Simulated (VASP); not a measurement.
# Ti7Si16 (P1) in VASP: a series of runs

Ti7Si16 is run at these levels: PBE; tasks: relaxation of cell and atoms.

Program: VASP 6.6.1. These are calculated values, not measurements. Logs are shortened: lines on timing, memory, paths and dates and some standing lists are left out, and cuts for length are marked.

### Step 1. The cell of the first run

The typed cell holds 23 atoms: a = 7.158 Å, b = 7.870 Å, c = 7.947 Å, α = 66.04°, β = 63.23°, γ = 62.95°.

### Step 2. Relaxation of cell and atoms, PBE

File INCAR:

```
SYSTEM = Ti7Si16
ALGO = Normal
EDIFF = 1E-7
EDIFFG = -0.04
ENCUT = 500
GGA = PE
GGA_COMPAT = .FALSE.
IBRION = 2
ISIF = 3
ISMEAR = 0
ISYM = -1
LASPH = .TRUE.
LCHARG = .FALSE.
LREAL = Auto
LWAVE = .FALSE.
NELM = 120
NELMIN = 4
NSW = 70
PREC = Accurate
SIGMA = 0.1
```

File KPOINTS:

```
explicit points
4
Reciprocal
  0.25000000   0.25000000   0.25000000 2
  0.25000000   0.25000000   0.75000000 2
  0.25000000   0.75000000   0.25000000 2
  0.25000000   0.75000000   0.75000000 2
```

File POSCAR:

```
Ti7Si16
1.0
    0.0000000000      0.0000000000     -7.1584442808
   -1.7738039275     -6.7803428759     -3.5792221404
   -7.0952157102      0.0000000000     -3.5792221404
Ti Si
7 16
Direct
    0.2040723673      0.7930224513      0.0547292553
    0.7022866511      0.7958818705      0.0507485249
    0.9469766158      0.8008660588      0.5474523043
    0.4496720576      0.7957724469      0.5514670864
    0.0509277599      0.2072800198      0.4454187207
    0.7983707705      0.2058426499      0.9482933472
    0.3018871828      0.2086771690      0.9492228795
    0.4588940582      0.1153291416      0.2221199301
    0.9548849694      0.1259944864      0.2160583850
    0.2086043231      0.1160041089      0.7227075934
    0.7039721676      0.1161465096      0.7233967224
    0.7913244364      0.8802942325      0.2792823330
    0.2935746158      0.8810708238      0.2802332169
    0.5437598175      0.8796816335      0.7793015965
    0.0441446877      0.8812518960      0.7804771256
    0.6822122190      0.5038698875      0.3740440300
    0.1855806065      0.4997404664      0.3766951463
    0.4418676541      0.4970372086      0.8728055060
    0.9368903873      0.4939978742      0.8810094759
    0.5632166928      0.5003387828      0.1232194428
    0.0622797414      0.4992130434      0.1268684107
    0.3116697751      0.4965438850      0.6239593251
    0.8158888467      0.5023567871      0.6248872647
```

Potentials or basis: VASP PAW PBE potentials, release 64 (Ti_sv, Si).

On the command line:

```sh
cat potpaw_PBE.64/Ti_sv/POTCAR potpaw_PBE.64/Si/POTCAR > POTCAR
mpirun -np 1 vasp_std > vasp.out
```

OUTCAR:

```text
SYSTEM = Ti7Si16
   EDIFF = 1E-7
   EDIFFG = -0.04
   ENCUT = 500
   GGA = PE
   IBRION = 2
   ISIF = 3
   ISMEAR = 0
   ISYM = -1
   LASPH = .TRUE.
   LREAL = Auto
   NELM = 120
   NELMIN = 4
   NSW = 70
   PREC = Accurate

 ion  position               nearest neighbor table
   1  0.204  0.793  0.055-  13 2.56  14 2.58  12 2.61  15 2.61  20 2.66  17 2.66  21 2.69  18 2.71
                            10 2.82   9 2.85
   2  0.702  0.796  0.051-  12 2.56  15 2.58  13 2.60  14 2.60  16 2.66  19 2.69  20 2.69  21 2.69
                            11 2.79   8 2.81
   3  0.947  0.801  0.547-  12 2.57  14 2.57  13 2.58  15 2.61  23 2.66  17 2.69  22 2.74  19 2.77
                            11 2.80   9 2.83
   4  0.450  0.796  0.551-  14 2.58  12 2.58  15 2.58  13 2.58  16 2.66  18 2.68  23 2.71  22 2.71
                             8 2.80  10 2.81
   5  0.051  0.207  0.445-   8 2.58   9 2.58  10 2.62  21 2.64  11 2.64  17 2.65  23 2.69  16 2.72
                            13 2.82  15 2.85
   6  0.798  0.206  0.948-   9 2.57  11 2.59   8 2.59  10 2.60  19 2.64  18 2.66  20 2.66  23 2.68
                            15 2.82  12 2.83
   7  0.302  0.209  0.949-  11 2.56   8 2.58   9 2.59  10 2.61  18 2.63  21 2.65  22 2.65  19 2.67
                            13 2.84  14 2.86
   8  0.459  0.115  0.222-  12 2.36  13 2.41   5 2.58   7 2.58   6 2.59   4 2.80   2 2.81
   9  0.955  0.126  0.216-  13 2.43  12 2.47   6 2.57   5 2.58   7 2.59   3 2.83   1 2.85  19 3.03
                            21 3.10  20 3.11  16 3.13
  10  0.209  0.116  0.723-  14 2.38  15 2.41   6 2.60   7 2.61   5 2.62   4 2.81   1 2.82  22 3.12
                            19 3.13
  11  0.704  0.116  0.723-  15 2.40  14 2.41   7 2.56   6 2.59   5 2.64   2 2.79   3 2.80  18 3.11
                            22 3.15
  12  0.791  0.880  0.279-   8 2.36   9 2.47   2 2.56   3 2.57   4 2.58   1 2.61   6 2.83  16 3.12
                            23 3.12  21 3.12
  13  0.294  0.881  0.280-   8 2.41   9 2.43   1 2.56   3 2.58   4 2.58   2 2.60   5 2.82   7 2.84
                            16 3.11  20 3.14  22 3.14  17 3.15
  14  0.544  0.880  0.779-  10 2.38  11 2.41   3 2.57   4 2.58   1 2.58   2 2.60   7 2.86  23 3.11
                            20 3.12  18 3.14
  15  0.044  0.881  0.780-  11 2.40  10 2.41   2 2.58   4 2.58   3 2.61   1 2.61   6 2.82   5 2.85
                            21 3.14
  16  0.682  0.504  0.374-  22 2.51  20 2.51  21 2.53  23 2.56   4 2.66   2 2.66   5 2.72  13 3.11
                            12 3.12   9 3.13
  17  0.186  0.500  0.377-  23 2.49  22 2.49  21 2.51  20 2.54   5 2.65   1 2.66   3 2.69  13 3.15

  18  0.442  0.497  0.873-  20 2.52  23 2.52  22 2.54  21 2.55   7 2.63   6 2.66   4 2.68   1 2.71
                            11 3.11  14 3.14
  19  0.937  0.494  0.881-  20 2.49  21 2.51  23 2.51  22 2.54   6 2.64   7 2.67   2 2.69   3 2.77
                             9 3.03  10 3.13
  20  0.563  0.500  0.123-  19 2.49  16 2.51  18 2.52  17 2.54   1 2.66   6 2.66   2 2.69   9 3.11
                            14 3.12  13 3.14
  21  0.062  0.499  0.127-  19 2.51  17 2.51  16 2.53  18 2.55   5 2.64   7 2.65   1 2.69   2 2.69
                             9 3.10  12 3.12  15 3.14
  22  0.312  0.497  0.624-  17 2.49  16 2.51  18 2.54  19 2.54   7 2.65   4 2.71   3 2.74  10 3.12
                            13 3.14  11 3.15
  23  0.816  0.502  0.625-  17 2.49  19 2.51  18 2.52  16 2.56   3 2.66   6 2.68   5 2.69   4 2.71
                            14 3.11  12 3.12

IMPORTANT INFORMATION: All symmetrisations will be switched off!
NOSYMM: (Re-)initialisation of all symmetry stuff for point group C_1.

----------------------------------------------------------------------------------------

                                     Primitive cell

  volume of cell :     344.3784

  direct lattice vectors                    reciprocal lattice vectors
     0.000000000  0.000000000 -7.158444281     0.070470021  0.055306938 -0.139695157
[... 50 lines left out ...]
  ---------------------------------------------------
  ext. energy  EPLUGINS =         0.00000000
  ---------------------------------------------------
  free energy    TOTEN  =      -151.84975604 eV

  energy without entropy =     -151.80656456  energy(sigma->0) =     -151.82816030

------------------------ aborting loop because EDIFF is reached ----------------------------------------

  FORCE on cell =-STRESS in cart. coord.  units (eV):
  Direction    XX          YY          ZZ          XY          YZ          ZX
  --------------------------------------------------------------------------------------
  -------------------------------------------------------------------------------------
  Total       -0.1855260     -2.5008337     -1.7139266     -0.3124177      0.6325402      1.5174159
  in kB       -0.8631364    -11.6348149     -7.9738287     -1.4534840      2.9428140      7.0595870
  external PRESSURE =      -6.8239267 kB  Pullay stress =       0.0000000 kB
[... 152 lines left out ...]
  FREE ENERGIE OF THE ION-ELECTRON SYSTEM (eV)
  ---------------------------------------------------
  free  energy   TOTEN  =      -152.1772630443 eV

  energy  without entropy=     -152.1376789222  energy(sigma->0) =     -152.15747098

[... ionic steps 4 to 9 ...]

--------------------------------------- Ionic step       10  -------------------------------------------

 number of electron     148.0000004 magnetization

------------------------ aborting loop because EDIFF is reached ----------------------------------------
[... 109 lines left out ...]
--------------------------------------- Ionic step       12  -------------------------------------------

 number of electron     148.0000004 magnetization

 Free energy of the ion-electron system (eV)
  ---------------------------------------------------
  ext. energy  EPLUGINS =         0.00000000
  ---------------------------------------------------
  free energy    TOTEN  =      -152.31362428 eV

  energy without entropy =     -152.27104626  energy(sigma->0) =     -152.29233527

 E-fermi :   9.6842     XC(G=0): -11.3974

 val. band max:        9.6448929144   @ k =   0.2500   0.7500   0.2500
 cond. band min:       9.7119963147   @ k =   0.2500   0.7500   0.7500
 fundamental gap:      0.0671034002
 Fermi energy:         9.6841631430

 k-point     1 :       0.2500    0.2500    0.2500
  band No.  band energies     occupation
      1     -47.0054      2.00000
      2     -46.9478      2.00000
      3     -46.9287      2.00000
      4     -46.9098      2.00000
      5     -46.8960      2.00000
      6     -46.8841      2.00000
[... 78 lines left out ...]
     85      11.5243      0.00000
     86      11.5972      0.00000

 k-point     2 :       0.2500    0.2500    0.7500
  band No.  band energies     occupation
      1     -47.0054      2.00000
      2     -46.9478      2.00000
      3     -46.9287      2.00000
      4     -46.9098      2.00000
      5     -46.8960      2.00000
      6     -46.8841      2.00000
[... 78 lines left out ...]
     85      11.4675      0.00000
     86      11.5708      0.00000

 k-point     3 :       0.2500    0.7500    0.2500
  band No.  band energies     occupation
      1     -47.0054      2.00000
      2     -46.9478      2.00000
      3     -46.9287      2.00000
      4     -46.9098      2.00000
      5     -46.8960      2.00000
      6     -46.8841      2.00000
[... 78 lines left out ...]
     85      11.4961      0.00000
     86      11.5239      0.00000

 k-point     4 :       0.2500    0.7500    0.7500
  band No.  band energies     occupation
      1     -47.0054      2.00000
      2     -46.9478      2.00000
      3     -46.9287      2.00000
      4     -46.9098      2.00000
      5     -46.8960      2.00000
      6     -46.8841      2.00000
[... 78 lines left out ...]
     85      11.5276      0.00000
     86      11.5529      0.00000
 [bands above 86 left out]

------------------------ aborting loop because EDIFF is reached ----------------------------------------

  FORCE on cell =-STRESS in cart. coord.  units (eV):
  Direction    XX          YY          ZZ          XY          YZ          ZX
  --------------------------------------------------------------------------------------
  -------------------------------------------------------------------------------------
  Total       -0.1000791     -0.0715598     -0.1101708      0.0123607     -0.0073717      0.0193635
  in kB       -0.4724641     -0.3378269     -0.5201059      0.0583535     -0.0348011      0.0914131
  external PRESSURE =      -0.4434656 kB  Pullay stress =       0.0000000 kB
[... 38 lines left out ...]
  FREE ENERGIE OF THE ION-ELECTRON SYSTEM (eV)
  ---------------------------------------------------
  free  energy   TOTEN  =      -152.3136242838 eV

  energy  without entropy=     -152.2710462649  energy(sigma->0) =     -152.29233527

 reached required accuracy - stopping structural energy minimisation
```

Run time: 35 min. Hardware: 1 thread of AMD EPYC 9R45 (Zen 5), shared host; peak memory 0.49 GiB.

Results:

```
Free energy                           : -152.3136 eV
Relaxed volume                        : 14.76 Å³/atom
Relaxed cell                          : a = 7.119 Å, b = 7.834 Å, c = 7.941 Å, α = 65.94°, β = 62.99°, γ = 62.73°
Space group after relaxing (to 0.1 Å) : Cm (No. 8)
Energy gained by relaxing             : 20.2 meV/atom
Ionic steps                           : 12
Pressure after relaxing               : 0.0 GPa
Largest force after relaxing          : 0.024 eV/Å
Band gap on the k mesh                : zero (bands 74 and 75 overlap by 0.26 eV)
```

Forces in eV/Å, atoms in the order of the input:
```
Ti   0.007 -0.008 -0.003
Ti  -0.001 -0.008 -0.003
Ti  -0.003  0.006 -0.002
Ti  -0.004  0.011 -0.002
Ti  -0.004 -0.018 -0.010
Ti  -0.003 -0.008  0.007
Ti  -0.012 -0.004  0.002
Si  -0.010  0.007 -0.008
Si  -0.010  0.007  0.004
Si   0.012 -0.004 -0.005
Si   0.001  0.015  0.011
Si   0.005  0.019  0.002
Si   0.005 -0.003  0.013
Si  -0.003  0.024  0.003
Si  -0.003  0.003 -0.006
Si  -0.001 -0.011  0.008
Si   0.001 -0.002 -0.008
Si   0.011  0.004  0.000
Si   0.001 -0.009 -0.011
Si   0.014 -0.015  0.003
Si  -0.002  0.001  0.003
Si  -0.008 -0.008 -0.002
Si   0.004  0.002  0.003
```

Step by step:
| step | energy change (eV) | largest force (eV/Å) | pressure (GPa) | volume (Å³) |
| --- | --- | --- | --- | --- |
| 1 | 0.0000 | 0.8880 | -0.68 | 344.38 |
| 2 | -0.2493 | 0.6207 | 0.10 | 341.20 |
| 3 | -0.3275 | 0.5543 | 1.07 | 338.18 |
| 4 | -0.4147 | 0.2466 | -0.93 | 342.24 |
| 5 | -0.4147 | 0.2449 | -0.99 | 342.37 |
| 6 | -0.4496 | 0.1843 | 0.34 | 338.53 |
| 7 | -0.4496 | 0.1852 | 0.32 | 338.61 |
| 8 | -0.4599 | 0.0976 | -0.02 | 339.36 |
| 9 | -0.4601 | 0.0860 | -0.08 | 339.49 |
| 10 | -0.4629 | 0.0427 | 0.03 | 339.20 |
| 11 | -0.4631 | 0.0514 | 0.06 | 339.12 |
| 12 | -0.4639 | 0.0243 | -0.04 | 339.38 |

Final structure:
```cif
data_structure
_symmetry_space_group_name_H-M 'P 1'
_symmetry_Int_Tables_number 1
_cell_length_a 7.1185
_cell_length_b 7.8342
_cell_length_c 7.9410
_cell_angle_alpha 65.937
_cell_angle_beta 62.994
_cell_angle_gamma 62.729
_cell_volume 339.38
loop_
_atom_site_label
_atom_site_type_symbol
_atom_site_fract_x
_atom_site_fract_y
_atom_site_fract_z
_atom_site_occupancy
Ti1 Ti 0.20505 0.79003 0.05296 1
Ti2 Ti 0.70018 0.79170 0.05337 1
Ti3 Ti 0.95721 0.79479 0.55115 1
Ti4 Ti 0.44810 0.79311 0.54828 1
Ti5 Ti 0.04754 0.20381 0.45070 1
Ti6 Ti 0.80333 0.19972 0.94932 1
Ti7 Ti 0.29883 0.20123 0.95062 1
Si1 Si 0.45575 0.13039 0.23147 1
Si2 Si 0.93226 0.12881 0.23318 1
Si3 Si 0.22064 0.12705 0.70398 1
Si4 Si 0.69952 0.12486 0.70725 1
Si5 Si 0.79147 0.88423 0.28315 1
Si6 Si 0.28957 0.89708 0.27307 1
Si7 Si 0.54574 0.88259 0.77492 1
Si8 Si 0.04043 0.88992 0.78081 1
Si9 Si 0.68748 0.48922 0.37676 1
Si10 Si 0.19491 0.48776 0.37717 1
Si11 Si 0.43909 0.49938 0.87576 1
Si12 Si 0.94022 0.49669 0.87554 1
Si13 Si 0.56438 0.49093 0.12856 1
Si14 Si 0.06138 0.50209 0.12588 1
Si15 Si 0.31814 0.48900 0.62536 1
Si16 Si 0.81174 0.50184 0.62511 1
```

Levels at points of the mesh, in eV from the Fermi level:
| k point | band 70 | band 71 | band 72 | band 73 | band 74 | band 75 | band 76 | band 77 | band 78 | band 79 |
| --- | --- | --- | --- | --- | --- | --- | --- | --- | --- | --- |
| (0.25, 0.25, 0.25) | -0.99 | -0.91 | -0.82 | -0.68 | -0.33 | -0.17 | 0.61 | 0.75 | 1.05 | 1.20 |

### Step 3. Relaxation of cell and atoms, PBE

File INCAR:

```
SYSTEM = Ti7Si16
PREC = Accurate ; ENCUT = 500
EDIFF = 1E-7 ; ISMEAR = 0
SIGMA = 0.1 ; LREAL = Auto
LASPH = .True. ; NELM = 120
ALGO = Normal ; ISIF = 3
LWAVE = .False. ; LCHARG = .False.
GGA = PE ; IBRION = 2
NSW = 70 ; EDIFFG = -0.04
ISYM = -1 ; GGA_COMPAT = .False.
NELMIN = 4
```

KPOINTS is that of step 2.

File POSCAR:

```
Ti7Si16
1.0
    0.0000000000      0.0000000000     -7.1584442808
   -1.7738039275     -6.7803428759     -3.5792221404
   -7.0952157102      0.0000000000     -3.5792221404
Ti Si
7 16
Direct
    0.2044456304      0.7879463136      0.0595748352
    0.6986654507      0.7939885594      0.0531554502
    0.4579269474      0.7929376818      0.5495739237
    0.0488061309      0.2082236261      0.4486781069
    0.5498293306      0.2075038846      0.4439175027
    0.7959176290      0.2086107056      0.9483834038
    0.2918710854      0.2059323227      0.9497557881
    0.4579623806      0.1188239157      0.2215498718
    0.9596551091      0.1154527703      0.2182266115
    0.2052119620      0.1218108002      0.7228401161
    0.7066980229      0.1161783857      0.7244882619
    0.7985197027      0.8792916267      0.2770593676
    0.2953334271      0.8837366646      0.2734785641
    0.5438142672      0.8820115262      0.7795307485
    0.0401285255      0.8820873354      0.7816645367
    0.6867397753      0.5002491412      0.3717273289
    0.1867382330      0.5027442144      0.3736893478
    0.4380965820      0.4990185084      0.8743862142
    0.9406211586      0.4986477431      0.8744516493
    0.5623363026      0.5037705054      0.1215554234
    0.0635424952      0.5006080833      0.1259953008
    0.3093536599      0.4969551196      0.6252025190
    0.8180224317      0.4952706264      0.6281247840
```

Potentials or basis: VASP PAW PBE potentials, release 64 (Ti_sv, Si).

On the command line:

```sh
cat potpaw_PBE.64/Ti_sv/POTCAR potpaw_PBE.64/Si/POTCAR > POTCAR
mpirun -np 1 vasp_std > vasp.out
```

Run time: 34 min. Hardware: 1 thread of AMD EPYC 9R45 (Zen 5), shared host; peak memory 0.49 GiB.

Results (log left out):

| Item | Value |
| --- | --- |
| Free energy | -152.3134 eV |
| Relaxed volume | 14.75 Å³/atom |
| Relaxed cell | a = 7.118 Å, b = 7.834 Å, c = 7.940 Å, α = 65.93°, β = 63.00°, γ = 62.74° |
| Space group after relaxing (to 0.1 Å) | Cm (No. 8) |
| Energy gained by relaxing | 23.1 meV/atom |
| Ionic steps | 12 |
| Pressure after relaxing | 0.0 GPa |
| Largest force after relaxing | 0.032 eV/Å |
| Band gap on the k mesh | zero (bands 74 and 75 overlap by 0.26 eV) |

Forces on the atoms (eV/Å):
```
Ti   0.001 -0.004 -0.022
Ti  -0.005 -0.003  0.002
Ti   0.001  0.009  0.000
Ti   0.004  0.003  0.005
Ti  -0.004  0.014 -0.002
Ti   0.015  0.015 -0.001
Ti  -0.001  0.006  0.001
Si  -0.007 -0.009  0.009
Si   0.001 -0.032 -0.001
Si  -0.003 -0.006  0.000
Si  -0.002 -0.015 -0.007
Si  -0.006 -0.027 -0.001
Si  -0.006 -0.008  0.015
Si   0.026 -0.002 -0.005
Si   0.021 -0.009  0.007
Si  -0.010 -0.002  0.001
Si   0.005  0.012  0.003
Si   0.004 -0.003  0.003
Si  -0.012  0.020 -0.002
Si  -0.008  0.013  0.011
Si  -0.014  0.008 -0.013
Si   0.002  0.008  0.003
Si  -0.001  0.013 -0.005
```

The path:
```csv
step,energy change (eV),largest force (eV/Å),pressure (GPa),volume (Å³)
1,0.0000,1.1366,-0.41,344.38
2,-0.3019,0.6725,-0.18,342.45
3,-0.3716,0.5650,0.16,340.97
4,-0.4680,0.3017,-0.33,341.11
5,-0.4787,0.3050,-0.51,341.17
6,-0.5181,0.1462,0.42,338.29
7,-0.5185,0.1447,0.51,337.99
8,-0.5253,0.1103,-0.43,340.26
9,-0.5258,0.1172,-0.24,339.81
10,-0.5301,0.0552,-0.02,339.31
11,-0.5303,0.0654,0.05,339.16
12,-0.5315,0.0317,-0.01,339.32
```

Final structure:
```yaml
crystal:
  lattice:
    - [-0.02300, -0.00971, -7.11761]
    - [-1.77470, -6.74222, -3.57383]
    - [-7.08612, 0.00076, -3.58153]
  atoms:
    - { symbol: Ti, position: [0.20175, 0.79862, 0.04935] }
    - { symbol: Ti, position: [0.69745, 0.80006, 0.05066] }
    - { symbol: Ti, position: [0.45306, 0.79618, 0.54942] }
    - { symbol: Ti, position: [0.05247, 0.20693, 0.45177] }
    - { symbol: Ti, position: [0.54325, 0.20535, 0.44875] }
    - { symbol: Ti, position: [0.80022, 0.20825, 0.94674] }
    - { symbol: Ti, position: [0.29554, 0.20988, 0.94708] }
    - { symbol: Si, position: [0.46044, 0.10947, 0.21926] }
    - { symbol: Si, position: [0.95511, 0.11685, 0.22529] }
    - { symbol: Si, position: [0.21099, 0.10294, 0.72707] }
    - { symbol: Si, position: [0.70888, 0.11613, 0.71684] }
    - { symbol: Si, position: [0.80145, 0.87447, 0.29308] }
    - { symbol: Si, position: [0.28012, 0.87222, 0.29649] }
    - { symbol: Si, position: [0.56787, 0.87155, 0.76721] }
    - { symbol: Si, position: [0.04458, 0.86983, 0.76874] }
    - { symbol: Si, position: [0.68894, 0.49801, 0.37487] }
    - { symbol: Si, position: [0.18256, 0.51087, 0.37450] }
    - { symbol: Si, position: [0.43919, 0.49787, 0.87416] }
    - { symbol: Si, position: [0.93613, 0.50915, 0.87135] }
    - { symbol: Si, position: [0.56043, 0.50323, 0.12434] }
    - { symbol: Si, position: [0.06128, 0.50068, 0.12409] }
    - { symbol: Si, position: [0.30539, 0.51245, 0.62279] }
    - { symbol: Si, position: [0.81313, 0.51081, 0.62316] }
```

Levels at points of the mesh, in eV from the Fermi level:
| k point | band 71 | band 72 | band 73 | band 74 | band 75 | band 76 | band 77 | band 78 |
| --- | --- | --- | --- | --- | --- | --- | --- | --- |
| (0.25, 0.25, 0.25) | -0.92 | -0.81 | -0.68 | -0.33 | -0.17 | 0.61 | 0.75 | 1.05 |

The gap in the log of VASP goes by the Fermi energy; the results here count the filled bands.